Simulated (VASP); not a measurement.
# InBS3 (Pm-3m) in VASP: further runs

Runs on InBS3. Level: PBE. Tasks: single point, relaxation of cell and atoms.

All numbers are computed with VASP 6.6.1; they aren't measurements. Logs are shortened: lines on timing, memory, paths and dates and some standing lists are left out, and cuts for length are marked.

### 1 The cell of the first run

It takes space group Pm-3m (No. 221, cubic). Conventional cell: a = 5.034 Å, b = 5.034 Å, c = 5.034 Å, α = 90.00°, β = 90.00°, γ = 90.00°. Within 3.3 Å of In (site symmetry m-3m) lie 6 S at 2.52 Å. Within 4.7 Å of B (site symmetry m-3m) lie 12 S at 3.56 Å and 8 In at 4.36 Å. Within 3.3 Å of S (site symmetry 4/mmm) lie 2 In at 2.52 Å.

### 2 Single point, PBE

The input, INCAR:

```
PREC = Accurate ; ENCUT = 520
EDIFF = 1E-7 ; ISMEAR = 0
SIGMA = 0.1 ; LREAL = False
LASPH = True ; NELM = 100
ALGO = Normal ; ISIF = 2
LWAVE = False ; LCHARG = False
GGA = PE ; NBANDS = 25
```

The input, KPOINTS:

```
regular mesh
0
Gamma
  8 8 8
```

The input, POSCAR:

```
InBS3
1.0
    5.0337197686      0.0000000000      0.0000000000
    0.0000000000      5.0337197686      0.0000000000
    0.0000000000      0.0000000000      5.0337197686
In B S
1 1 3
Direct
    0.0000000000      0.0000000000      0.0000000000
    0.5000000000      0.5000000000      0.5000000000
    0.0000000000      0.0000000000      0.5000000000
    0.0000000000      0.5000000000      0.0000000000
    0.5000000000      0.0000000000      0.0000000000
```

Potentials or basis: VASP PAW PBE potentials, release 64 (In_d, B, S).

Launch:

```console
$ cat potpaw_PBE.64/In_d/POTCAR potpaw_PBE.64/B/POTCAR potpaw_PBE.64/S/POTCAR > POTCAR
$ mpirun -np 1 vasp_std > vasp.out
```

OUTCAR:

```text
PREC = Accurate
   ENCUT = 520
   EDIFF = 1E-7
   ISMEAR = 0
   LREAL = False
   LASPH = True
   NELM = 100
   ISIF = 2
   GGA = PE

 ion  position               nearest neighbor table
   1  0.000  0.000  0.000-   3 2.52   4 2.52   5 2.52   3 2.52   4 2.52   5 2.52
   2  0.500  0.500  0.500-
   3  0.000  0.000  0.500-   1 2.52   1 2.52
   4  0.000  0.500  0.000-   1 2.52   1 2.52
   5  0.500  0.000  0.000-   1 2.52   1 2.52

  LATTYP: Found a simple cubic cell.
 ALAT       =     5.0337197686

  Lattice vectors:

 A1 = (   5.0337197686,   0.0000000000,   0.0000000000)
 A2 = (   0.0000000000,   5.0337197686,   0.0000000000)
 A3 = (   0.0000000000,   0.0000000000,   5.0337197686)

Analysis of symmetry for initial positions (statically):
=====================================================================
 Subroutine PRICEL returns:
 Original cell was already a primitive cell.

 Routine SETGRP: Setting up the symmetry group for a
 simple cubic supercell.

 Subroutine GETGRP returns: Found 48 space group operations
 (whereof 48 operations were pure point group operations)
 out of a pool of 48 trial point group operations.

The static configuration has the point symmetry O_h .

Analysis of symmetry for dynamics (positions and initial velocities):
=====================================================================
 Subroutine PRICEL returns:
 Original cell was already a primitive cell.

 Routine SETGRP: Setting up the symmetry group for a
 simple cubic supercell.

 Subroutine GETGRP returns: Found 48 space group operations
 (whereof 48 operations were pure point group operations)
 out of a pool of 48 trial point group operations.

The dynamic configuration has the point symmetry O_h .

 Subroutine INISYM returns: Found 48 space group operations
 (whereof 48 operations are pure point group operations),
 and found     1 'primitive' translations

----------------------------------------------------------------------------------------

                                     Primitive cell

  volume of cell :     127.5461

  direct lattice vectors                    reciprocal lattice vectors
     5.033719769  0.000000000  0.000000000     0.198660245  0.000000000  0.000000000
     0.000000000  5.033719769  0.000000000     0.000000000  0.198660245  0.000000000
     0.000000000  0.000000000  5.033719769     0.000000000  0.000000000  0.198660245

  length of vectors
     5.033719769  5.033719769  5.033719769     0.198660245  0.198660245  0.198660245

  position of ions in fractional coordinates (direct lattice)
     0.000000000  0.000000000  0.000000000
     0.500000000  0.500000000  0.500000000
     0.000000000  0.000000000  0.500000000
     0.000000000  0.500000000  0.000000000
     0.500000000  0.000000000  0.000000000

  ion indices of the primitive-cell ions
   primitive index   ion index
                 1           1
                 2           2
                 3           3
                 4           4
                 5           5

----------------------------------------------------------------------------------------

 KPOINTS: regular mesh

Automatic generation of k-mesh.
 Grid dimensions read from file:
 generate k-points for:    8    8    8

 Generating k-lattice:

  Cartesian coordinates                     Fractional coordinates (reciprocal lattice)
     0.024832531  0.000000000  0.000000000     0.125000000  0.000000000  0.000000000
     0.000000000  0.024832531  0.000000000     0.000000000  0.125000000  0.000000000
     0.000000000  0.000000000  0.024832531     0.000000000  0.000000000  0.125000000

  Length of vectors
     0.024832531  0.024832531  0.024832531

  Shift w.r.t. Gamma in fractional coordinates (k-lattice)
     0.000000000  0.000000000  0.000000000

 Subroutine IBZKPT returns following result:
 ===========================================

 Found     35 irreducible k-points:

 Following reciprocal coordinates:
            Coordinates               Weight
  0.000000  0.000000  0.000000      1.000000
  0.125000  0.000000  0.000000      6.000000
  0.250000  0.000000  0.000000      6.000000
  0.375000  0.000000  0.000000      6.000000
  0.500000  0.000000  0.000000      3.000000
  0.125000  0.125000  0.000000     12.000000
[... 16 lines left out ...]
  0.375000  0.375000  0.125000     24.000000
  0.500000  0.375000  0.125000     24.000000
 [... further k-points ...]
   k-points           NKPTS =     35   k-points in BZ     NKDIM =     35   number of bands    NBANDS=     25
   number of dos      NEDOS =    301   number of ions     NIONS =      5
   total plane-waves  NPLWV =  64000
   dimension x,y,z NGX =    40 NGY =   40 NGZ =   40
   dimension x,y,z NGXF=    80 NGYF=   80 NGZF=   80
   ions per type =               1   1   3
   NGX,Y,Z   is equivalent  to a cutoff of  13.21, 13.21, 13.21 a.u.
   NGXF,Y,Z  is equivalent  to a cutoff of  26.42, 26.42, 26.42 a.u.
 SYSTEM =  unknown system
   PREC   = accura    normal or accurate (medium, high low for compatibility)
   ISTART =      0    job   : 0-new  1-cont  2-samecut
   ICHARG =      2    charge: 1-file 2-atom 10-const
   ISPIN  =      1    spin polarized calculation?
   LNONCOLLINEAR =      F non collinear calculations
   LSORBIT =      F    spin-orbit coupling
   LASPH  =      T    aspherical Exc in radial PAW
   ENCUT  =  520.0 eV  38.22 Ry    6.18 a.u.   9.36  9.36  9.36*2*pi/ulx,y,z
   NELM   =    100;   NELMIN=  2; NELMDL= -5     # of ELM steps
   EDIFF  = 0.1E-06   stopping-criterion for ELM
   LREAL  =      F    real-space projection
   EDIFFG = 0.1E-05   stopping-criterion for IOM
   NSW    =      0    number of steps for IOM
   IBRION =     -1    ionic relax: 0-MD 1-quasi-New 2-CG
   NFREE  =      0    steps in history (QN), initial steepest desc. (CG)
   ISIF   =      2    stress and relaxation
   ISYM   =      2    0-nonsym 1-usesym 2-fastsym
   POTIM  = 0.5000    time-step for ionic-motion
   TEBEG  =    0.0;   TEEND  =   0.0 temperature during run
   PSTRESS=    0.0 pullay stress
   NELECT =      34.0000    total number of electrons
   NUPDOWN=      -1.0000    fix difference up-down
   EMIN   =  10.00;   EMAX   =-10.00  energy-range for DOS
   EFERMI =   0.00;   METHOD = LEGACY
   ISMEAR =     0;   SIGMA  =   0.10  broadening in eV -4-tet -1-fermi 0-gaus
   EFERMI_NEDOS =   21; number of points for ismear=-14 and -15
   IALGO  =     38    algorithm
   IMIX   =      4    mixing-type and parameters
     AMIX     =   0.40;   BMIX     =  1.00
     AMIX_MAG =   1.60;   BMIX_MAG =  1.00
  volume/ion in A,a.u.               =      25.51       172.14
  Fermi-wavevector in a.u.,A,eV,Ry     =   1.053607  1.991029 15.103669  1.110088
  Thomas-Fermi vector in A             =   2.188735
   LORBIT       =      0    0 simple, 1 ext, 2 COOP (PROOUT), +10 PAW based schemes
   GGA     = PE    functional components
   LHFCALC =     F    Hartree Fock is set to
   AEXX    =    0.0000 exact exchange contribution
   IVDW    =     0    specifies the selected vdW correction
   LEPSILON=     F    determine dielectric tensor
   LRPA    =     F    only Hartree local field effects (RPA)
 non-spin polarized calculation
 Gauss-broadening in eV      SIGMA  =   0.10
  energy-cutoff  :      520.00
  volume of cell :      127.55
 maximum number of plane-waves:      3468
 NGX is ok and might be reduce to    40
   NGX = 19   NGY = 19   NGZ = 19

 number of electron      34.0000011 magnetization

 Free energy of the ion-electron system (eV)
  ---------------------------------------------------
  ext. energy  EPLUGINS =         0.00000000
  ---------------------------------------------------
  free energy    TOTEN  =       -14.82001846 eV

  energy without entropy =      -14.79231660  energy(sigma->0) =      -14.80616753

 E-fermi :   1.8718     XC(G=0):  -8.6364

 val. band max:        1.8647733397   @ k =   0.5000   0.3750   0.2500
 cond. band min:       1.8765489123   @ k =   0.2500   0.2500   0.2500
 fundamental gap:      0.0117755726
 Fermi energy:         1.8717628347

 k-point     1 :       0.0000    0.0000    0.0000
  band No.  band energies     occupation
      1     -12.3424      2.00000
      2     -12.3424      2.00000
      3     -11.7276      2.00000
      4     -11.7276      2.00000
      5     -11.7276      2.00000
      6     -10.8169      2.00000
[... 17 lines left out ...]
     24       8.9814      0.00000
     25       9.0857      0.00000

 k-point     2 :       0.1250    0.0000    0.0000
  band No.  band energies     occupation
      1     -12.3422      2.00000
      2     -12.3166      2.00000
      3     -11.7287      2.00000
      4     -11.7287      2.00000
      5     -11.7275      2.00000
      6     -10.7673      2.00000
[... 17 lines left out ...]
     24       9.1522      0.00000
     25       9.2085      0.00000

 k-point     3 :       0.2500    0.0000    0.0000
  band No.  band energies     occupation
      1     -12.3415      2.00000
      2     -12.2545      2.00000
      3     -11.7313      2.00000
      4     -11.7313      2.00000
      5     -11.7275      2.00000
      6     -10.6119      2.00000
[... 17 lines left out ...]
     24       9.6100      0.00000
     25       9.8673      0.00000

 k-point     4 :       0.3750    0.0000    0.0000
  band No.  band energies     occupation
      1     -12.3409      2.00000
      2     -12.1934      2.00000
      3     -11.7339      2.00000
      4     -11.7339      2.00000
      5     -11.7274      2.00000
      6     -10.3485      2.00000
[... 17 lines left out ...]
     24       9.5763      0.00000
     25      10.2338      0.00000
[... 477 lines left out ...]
 k-point    22 :       0.5000    0.2500    0.1250
  band No.  band energies     occupation
      1     -12.2602      2.00000
      2     -12.0984      2.00000
      3     -11.7391      2.00000
      4     -11.7360      2.00000
      5     -11.7321      2.00000
      6      -9.9542      2.00000
[... 17 lines left out ...]
     24       9.9347      0.00000
     25      10.0396      0.00000

 k-point    23 :       0.3750    0.3750    0.1250
  band No.  band energies     occupation
      1     -12.2423      2.00000
      2     -12.0636      2.00000
      3     -11.7408      2.00000
      4     -11.7348      2.00000
      5     -11.7348      2.00000
      6      -9.9702      2.00000
[... 17 lines left out ...]
     24       9.1069      0.00000
     25      10.0329      0.00000

 k-point    24 :       0.5000    0.3750    0.1250
  band No.  band energies     occupation
      1     -12.2376      2.00000
      2     -12.0325      2.00000
      3     -11.7420      2.00000
      4     -11.7359      2.00000
      5     -11.7348      2.00000
      6      -9.7671      2.00000
[... 17 lines left out ...]
     24       8.8318      0.00000
     25      10.0691      0.00000

 [... further k-points ...]
[... 5 lines left out ...]
  --------------------------------------------------------------------------------------
  -------------------------------------------------------------------------------------
  Total       -0.0422495     -0.0422495     -0.0422495     -0.0000000     -0.0000000     -0.0000000
  in kB       -0.5307193     -0.5307193     -0.5307193     -0.0000000     -0.0000000     -0.0000000
  external PRESSURE =      -0.5307193 kB  Pullay stress =       0.0000000 kB

 VOLUME and BASIS-vectors are now :
 -----------------------------------------------------------------------------
  energy-cutoff  :      520.00
  volume of cell :      127.55
      direct lattice vectors                 reciprocal lattice vectors
     5.033719769  0.000000000  0.000000000     0.198660245  0.000000000  0.000000000
     0.000000000  5.033719769  0.000000000     0.000000000  0.198660245  0.000000000
     0.000000000  0.000000000  5.033719769     0.000000000  0.000000000  0.198660245

 POSITION                                       TOTAL-FORCE (eV/Angst)
 -----------------------------------------------------------------------------------
      0.00000      0.00000      0.00000         0.000000      0.000000      0.000000
      2.51686      2.51686      2.51686         0.000000      0.000000      0.000000
      0.00000      0.00000      2.51686         0.000000      0.000000      0.000000
      0.00000      2.51686      0.00000         0.000000      0.000000      0.000000
      2.51686      0.00000      0.00000         0.000000      0.000000      0.000000
 -----------------------------------------------------------------------------------
    total drift:                               -0.000000      0.000000     -0.000000

  FREE ENERGIE OF THE ION-ELECTRON SYSTEM (eV)
  ---------------------------------------------------
  free  energy   TOTEN  =       -14.8200184597 eV

  energy  without entropy=      -14.7923166040  energy(sigma->0) =      -14.80616753
```

Run time: 62 s. Hardware: 1 thread of Intel Xeon Platinum 8488C (Sapphire Rapids), shared host; peak memory 0.3 GiB.

What came out:

```yaml
Free_energy: -14.8200 eV
Pressure: -0.1 GPa
Band_gap_on_the_k_mesh: zero (band 17 reaches 2.47 eV, above the bottom of band 18 at 1.44 eV)
```

Caveat: spin-orbit coupling is left out, which moves the levels of the heavy elements.

### 3 Relaxation of cell and atoms, PBE

This run uses another cell than the first one, of 25.64 Å³/atom, 1.005 times its volume.

The input, INCAR:

```
ALGO = Normal
EDIFF = 1E-6
EDIFFG = -0.01
ENCUT = 600
GGA = PE
IBRION = 2
ISIF = 3
ISMEAR = 0
LASPH = T
LCHARG = F
LREAL = F
LWAVE = F
NELM = 100
NSW = 100
PREC = Accurate
SIGMA = 0.1
```

The input, KPOINTS:

```
k-points
0
Gamma
  8 8 8
```

POSCAR: that of step 2 with these lines changed.

```diff
@@ -2,5 +2,5 @@
 1.0
-    5.0337197686      0.0000000000      0.0000000000
-    0.0000000000      5.0337197686      0.0000000000
-    0.0000000000      0.0000000000      5.0337197686
+    5.0420675246      0.0000000000      0.0000000000
+    0.0000000000      5.0420675246      0.0000000000
+    0.0000000000      0.0000000000      5.0420675246
 In B S
```

Potentials or basis: VASP PAW PBE potentials, release 64 (In_d, B, S).

Launch:

```console
$ cat potpaw_PBE.64/In_d/POTCAR potpaw_PBE.64/B/POTCAR potpaw_PBE.64/S/POTCAR > POTCAR
$ mpirun -np 1 vasp_std > vasp.out
```

OUTCAR:

```text
EDIFF = 1E-6
   EDIFFG = -0.01
   ENCUT = 600
   GGA = PE
   IBRION = 2
   ISIF = 3
   ISMEAR = 0
   LASPH = T
   LREAL = F
   NELM = 100
   NSW = 100
   PREC = Accurate

 ion  position               nearest neighbor table
   1  0.000  0.000  0.000-   3 2.52   4 2.52   5 2.52   3 2.52   4 2.52   5 2.52
   2  0.500  0.500  0.500-
   3  0.000  0.000  0.500-   1 2.52   1 2.52
   4  0.000  0.500  0.000-   1 2.52   1 2.52
   5  0.500  0.000  0.000-   1 2.52   1 2.52

  LATTYP: Found a simple cubic cell.
 ALAT       =     5.0420675246
[... 827 lines left out ...]
  -------------------------------------------------------------------------------------
  Total       -0.0004176     -0.0004176     -0.0004176     -0.0000000     -0.0000000      0.0000000
  in kB       -0.0052492     -0.0052492     -0.0052492     -0.0000000     -0.0000000      0.0000000
  external PRESSURE =      -0.0052492 kB  Pullay stress =       0.0000000 kB

 VOLUME and BASIS-vectors are now :
 -----------------------------------------------------------------------------
  energy-cutoff  :      600.00
  volume of cell :      127.45
      direct lattice vectors                 reciprocal lattice vectors
     5.032461255 -0.000000000 -0.000000000     0.198709925  0.000000000 -0.000000000
    -0.000000000  5.032461255 -0.000000000     0.000000000  0.198709925  0.000000000
     0.000000000 -0.000000000  5.032461255     0.000000000  0.000000000  0.198709925

 POSITION                                       TOTAL-FORCE (eV/Angst)
 -----------------------------------------------------------------------------------
      0.00000      0.00000      0.00000         0.000000      0.000000      0.000000
      2.51623      2.51623      2.51623        -0.000000     -0.000000      0.000000
      0.00000     -0.00000      2.51623         0.000000     -0.000000      0.000000
     -0.00000      2.51623     -0.00000        -0.000000      0.000000      0.000000
      2.51623     -0.00000     -0.00000         0.000000      0.000000      0.000000
 -----------------------------------------------------------------------------------
    total drift:                               -0.000000      0.000000     -0.000000

  FREE ENERGIE OF THE ION-ELECTRON SYSTEM (eV)
  ---------------------------------------------------
  free  energy   TOTEN  =       -14.8202459884 eV

  energy  without entropy=      -14.7925529232  energy(sigma->0) =      -14.80639946

 reached required accuracy - stopping structural energy minimisation
```

OSZICAR:

```text
N       E                     dE             d eps       ncg     rms          rms(c)
DAV:   1     0.280767955318E+03    0.28077E+03   -0.15776E+04  1470   0.171E+03
[... 14 lines left out ...]
       N       E                     dE             d eps       ncg     rms          rms(c)
DAV:   1    -0.148274968729E+02   -0.77889E-02   -0.18398E-01  1902   0.691E+00    0.652E-01
DAV:   2    -0.148212949400E+02    0.62019E-02   -0.14778E-02  2033   0.232E+00    0.192E-01
DAV:   3    -0.148203018643E+02    0.99308E-03   -0.27091E-03  1926   0.969E-01    0.101E-01
DAV:   4    -0.148202463945E+02    0.55470E-04   -0.25005E-04  2234   0.154E-01    0.714E-02
DAV:   5    -0.148202452453E+02    0.11492E-05   -0.32572E-05  2196   0.689E-02    0.108E-02
DAV:   6    -0.148202459884E+02   -0.74311E-06   -0.55088E-06  1792   0.342E-02
   2 F= -.14820246E+02 E0= -.14806399E+02  d E =-.537320E-03
```

Wall time 74 s (1 thread of Intel Xeon Platinum 8488C (Sapphire Rapids), shared host); peak memory 0.32 GiB.

What came out:

```
Free energy                            : -14.8202 eV
Relaxed volume                         : 25.49 Å³/atom
Relaxed cell                           : a = 5.032 Å, b = 5.032 Å, c = 5.032 Å, α = 90.00°, β = 90.00°, γ = 90.00°
Space group after relaxing (to 0.05 Å) : Pm-3m (No. 221)
Energy gained by relaxing              : 0.1 meV/atom
Ionic steps                            : 2
Pressure after relaxing                : 0.0 GPa
Band gap on the k mesh                 : zero (band 17 reaches 2.48 eV, above the bottom of band 18 at 1.45 eV)
```

Step by step:
| step | energy change (eV) | largest force (eV/Å) | pressure (GPa) | volume (Å³) |
| --- | --- | --- | --- | --- |
| 1 | 0.0000 | 0.0000 | -0.25 | 128.18 |
| 2 | -0.0005 | 0.0000 | 0.00 | 127.45 |

Final structure:
```cif
data_structure
_symmetry_space_group_name_H-M 'P 1'
_symmetry_Int_Tables_number 1
_cell_length_a 5.0325
_cell_length_b 5.0325
_cell_length_c 5.0325
_cell_angle_alpha 90.000
_cell_angle_beta 90.000
_cell_angle_gamma 90.000
_cell_volume 127.45
loop_
_atom_site_label
_atom_site_type_symbol
_atom_site_fract_x
_atom_site_fract_y
_atom_site_fract_z
_atom_site_occupancy
In1 In 0.00000 0.00000 0.00000 1
B1 B 0.50000 0.50000 0.50000 1
S1 S 0.00000 0.00000 0.50000 1
S2 S 0.00000 0.50000 0.00000 1
S3 S 0.50000 0.00000 0.00000 1
```

Levels at points of the mesh, in eV from the Fermi level:
```csv
k point,band 15,band 16,band 17,band 18,band 19,band 20
"(0.00, 0.00, 0.00)",-0.50,-0.42,-0.42,-0.42,-0.22,2.22
"(0.50, 0.00, 0.00)",-0.93,-0.74,-0.30,-0.30,1.16,1.87
"(0.50, 0.50, 0.00)",-0.86,-0.86,0.03,0.58,1.31,1.98
"(0.50, 0.50, 0.50)",0.05,0.60,0.60,0.60,2.29,2.29
```

Caveat: spin-orbit coupling is left out, which moves the levels of the heavy elements.
